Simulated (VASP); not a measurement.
Set up this calculation in VASP 6.6.1, as the native input.

```
Task                   : single point
Functional             : PBE
Potentials or basis    : VASP PAW PBE potentials, release 64 (Ca_sv, Cd, C, N)
Cutoff                 : 600 eV
k mesh                 : 4 × 4 × 4
Occupations            : gaussian, width 0.1 eV
Spin                   : collinear spin, ferromagnetic start
Starting moments       : [0.0, 0.0, 1.0, 1.0, 1.0, 1.0, 1.0, 1.0, 1.0, 1.0, 1.0, 1.0, 1.0, 1.0] μB
Dipole correction      : no
Further INCAR settings : ALGO = Normal; EDIFF = 1e-06; NBANDS = 55
```

The structure of CaCdC6N6 lies in POSCAR:

```
CaCdC6N6
1.0
    0.0000000000      5.3810000000      5.3810000000
    5.3810000000      0.0000000000      5.3810000000
    5.3810000000      5.3810000000      0.0000000000
Ca Cd C N
1 1 6 6
Direct
    0.5000000000      0.5000000000      0.5000000000
    0.0000000000      0.0000000000      0.0000000000
    0.8140680200      0.1859319800      0.1859319800
    0.1859319800      0.8140680200      0.1859319800
    0.1859319800      0.1859319800      0.8140680200
    0.1859319800      0.8140680200      0.8140680200
    0.8140680200      0.1859319800      0.8140680200
    0.8140680200      0.8140680200      0.1859319800
    0.7053521700      0.2946478300      0.2946478300
    0.2946478300      0.7053521700      0.2946478300
    0.2946478300      0.2946478300      0.7053521700
    0.2946478300      0.7053521700      0.7053521700
    0.7053521700      0.2946478300      0.7053521700
    0.7053521700      0.7053521700      0.2946478300
```

One way to write it, as run:

INCAR

```
SYSTEM = CaCdC6N6
PREC = Accurate ; ENCUT = 600
EDIFF = 1E-6 ; ISMEAR = 0
SIGMA = 0.1 ; LREAL = .False.
LASPH = .True. ; NELM = 200
ALGO = Normal ; ISIF = 2
LWAVE = .False. ; LCHARG = .False.
ISPIN = 2 ; MAGMOM = 0 0 1 1 1 1 1 1 1 1 1 1 1 1
LORBIT = 11 ; GGA = PE
NBANDS = 55 ; GGA_COMPAT = .False.
```

KPOINTS

```
Automatic mesh
0
Gamma
  4 4 4
  0 0 0
```

Potentials or basis: VASP PAW PBE potentials, release 64 (Ca_sv, Cd, C, N).

Launch:

```bash
$ cat potpaw_PBE.64/Ca_sv/POTCAR potpaw_PBE.64/Cd/POTCAR potpaw_PBE.64/C/POTCAR potpaw_PBE.64/N/POTCAR > POTCAR
$ mpirun -np 1 vasp_std > vasp.out
```

It gave:

| Quantity | Value |
| --- | --- |
| Pressure | 11.8 GPa |
| Largest force | 4.052 eV/Å |
| Band gap on the k mesh | 0.60 eV (least direct gap 0.65 eV) |
| Net moment | 2.00 μB per cell |
| Site moments | Ca +0.01; Cd +0.44; C +0.19; N +0.01 μB |
| Valence electrons inside the program's atomic spheres | Ca 8.35; Cd 10.96; C 2.62; N 3.87 |

Caveat: the cell stands under pressure; forces of over 1 eV/Å act on the atoms, so gaps and moduli don't describe the material at rest.

It took 11 min on 1 thread of Intel(R) Xeon(R) Platinum 8259CL CPU @ 2.50GHz (Skylake/Cascade Lake), on a shared host, peak memory 0.95 GiB.
